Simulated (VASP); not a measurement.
Crystal: SnSe2.

```xyz
3
Lattice="3.7595 0.0000 0.0000 -1.8797 3.2558 0.0000 0.0000 0.0000 6.0531" Properties=species:S:1:pos:R:3 pbc="T T T"
Sn    0.0000    0.0000    0.0000
Se    1.8797    1.0853    4.5459
Se    0.0000    2.1705    1.5072
```

Base run:

```yaml
Program: VASP 6.6.1
Functional: PBEsol
Potentials_or_basis: VASP PAW PBE potentials, release 64 (Sn_d, Se)
Cutoff: 520 eV
k_mesh: 8 × 8 × 5
Occupations: fermi-dirac, width 0.05 eV
Spin: no spin polarisation
```

Its results: band gap on the k mesh 0.78 eV (least direct gap 1.18 eV); pressure 6.1 GPa; largest force 1.056 eV/Å.

Problem. The run is repeated on the same cell with these changes: functional from PBEsol to PBE; further incar settings from ALGO = Normal; EDIFF = 1e-07; NBANDS = 20 to ALGO = Normal; EDIFF = 1e-06; NBANDS = 20. What comes out?

Solution. Band gap on the k mesh 0.86 eV (least direct gap 1.28 eV); pressure 9.3 GPa; largest force 1.245 eV/Å.

Caveats: the cell stands under pressure; spin-orbit coupling is left out, which moves the levels of the heavy elements; an odd mesh through Γ misses points on the zone boundary, where band edges can lie; this functional lacks dispersion, which binds the layers, so the pressure and a relaxed spacing across them are unreliable; the PAW data sets were made with another functional, which shifts forces and pressure a little (at least some runs); forces of over 1 eV/Å act on the atoms, so gaps and moduli don't describe the material at rest (at least some runs).
